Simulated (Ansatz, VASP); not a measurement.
## Li4Pt3 in VASP and in Ansatz

Contents of INCAR:

```
SYSTEM = Li4Pt3
PREC = Accurate
ENCUT = 600
EDIFF = 1E-6
ISMEAR = 0
SIGMA = 0.1
LREAL = .FALSE.
LASPH = .TRUE.
NELM = 80
ALGO = Fast
ISIF = 3
LWAVE = .FALSE.
LCHARG = .FALSE.
GGA = PE
IBRION = 2
NSW = 100
EDIFFG = -0.01
```

File KPOINTS:

```
Automatic mesh
0
G
  10 10 10
  0 0 0
```

Contents of POSCAR:

```
Li4Pt3
1.0
   -2.9529929037      2.9529929037      2.9529929037
    2.9529929037     -2.9529929037      2.9529929037
    2.9529929037      2.9529929037     -2.9529929037
Li Pt
4 3
Direct
    0.5000000000      0.5000000000      0.5000000000
    0.0000000000      0.0000000000      0.5000000000
    0.0000000000      0.5000000000      0.0000000000
    0.5000000000      0.0000000000      0.0000000000
    0.0000000000      0.5000000000      0.5000000000
    0.5000000000      0.0000000000      0.5000000000
    0.5000000000      0.5000000000      0.0000000000
```

Input for Ansatz:

```yaml
crystal:
  lattice:
    - [-2.9529929037, 2.9529929037, 2.9529929037]
    - [2.9529929037, -2.9529929037, 2.9529929037]
    - [2.9529929037, 2.9529929037, -2.9529929037]
  atoms:
    - { symbol: Li, position: [0.5, 0.5, 0.5] }
    - { symbol: Li, position: [0.0, 0.0, 0.5] }
    - { symbol: Li, position: [0.0, 0.5, 0.0] }
    - { symbol: Li, position: [0.5, 0.0, 0.0] }
    - { symbol: Pt, position: [0.0, 0.5, 0.5] }
    - { symbol: Pt, position: [0.5, 0.0, 0.5] }
    - { symbol: Pt, position: [0.5, 0.5, 0.0] }
basis:
  ecutwfc: 420
kpoints:
  mp_grid: { grid: [10, 10, 10] }
hamiltonian:
  xc: pbe
scf:
  occupations: { method: gaussian, width: 0.1 }
output:
  forces: true
  stress: true
  eigenvalues: true
relax:
  adjacent_minimum: "off"
  f_tol: 0.01
  max_steps: 80
  cell: { stress_tol: 0.05 }
```

Alike in both runs: task relaxation of cell and atoms; functional PBE; k mesh 10 × 10 × 10; occupations gaussian, width 0.1 eV; no spin polarisation.

|  | VASP | Ansatz |
| --- | --- | --- |
| version | VASP 6.6.1 | Ansatz 0.2.0 |
| potentials or method | VASP PAW PBE potentials, release 64 (Li_sv, Pt), cutoff 600 eV | scalar-relativistic, plane waves, PAW |
| valence electrons in the cell | 42 | 66 |

VASP gave:

| Property | Result |
| --- | --- |
| gap on the k mesh at the Fermi level, each at its own relaxed structure (eV) | none |
| relaxed volume (Å³/atom) | 14.61 |
| relaxed length of the cell vector where the two differ most in proportion (Å) | 5.103 |

Task: Which values does Ansatz return?

Result: gap on the k mesh at the Fermi level, each at its own relaxed structure (eV): none; relaxed volume (Å³/atom): 14.63; relaxed length of the cell vector where the two differ most in proportion (Å): 5.105.

A gap of «none» marks a metal or a gap that the smearing closes. VASP's potentials hold 42 valence electrons a cell and Ansatz's 66, so a difference there can come from the potentials and not from the codes.

Neither program's run includes spin-orbit coupling. Noted on VASP's run: the cutoff is under 1.25 times that of the potentials, so the pressure is a little rough.
